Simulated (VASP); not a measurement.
Write the native input for VASP 6.6.1 that does the following.

- Task: single point
- Functional: PBE
- Potentials or basis: VASP PAW PBE potentials, release 64 (Sn_d)
- Cutoff: 520 eV
- k mesh: 8 × 8 × 8
- Occupations: methfessel-paxton, width 0.01 eV
- Spin: no spin polarisation
- Dipole correction: no
- Further INCAR settings: ALGO = Normal; EDIFF = 1e-07; NBANDS = 21

The structure of Sn lies in POSCAR:

```
Sn
1.0
    0.0000000000      3.3289000152      3.3289000152
    3.3289000152      0.0000000000      3.3289000152
    3.3289000152      3.3289000152      0.0000000000
Sn
2
Direct
    0.5000000000      0.5000000000      0.5000000000
    0.7500000000      0.7500000000      0.7500000000
```

One way to write it, as run:

INCAR

```
PREC = Accurate
ENCUT = 520
EDIFF = 1E-7
ISMEAR = 1
SIGMA = 0.01
LREAL = False
LASPH = True
NELM = 100
ALGO = Normal
ISIF = 2
LWAVE = False
LCHARG = False
GGA = PE
NBANDS = 21
```

KPOINTS

```
regular mesh
0
Gamma
  8 8 8
```

Potentials or basis: VASP PAW PBE potentials, release 64 (Sn_d).

Run with:

```bash
$ cat potpaw_PBE.64/Sn_d/POTCAR > POTCAR
$ mpirun -np 1 vasp_std > vasp.out
```

Results of the run:

| Quantity | Value |
| --- | --- |
| Pressure | -0.1 GPa |
| Band gap on the k mesh | zero (band 14 reaches 4.95 eV, above the bottom of band 15 at 4.72 eV) |

Caveat: spin-orbit coupling is left out, which moves the levels of the heavy elements.

Run time: 64 s on 1 thread of AMD EPYC 7R13 (shared host), peak memory 0.18 GiB.
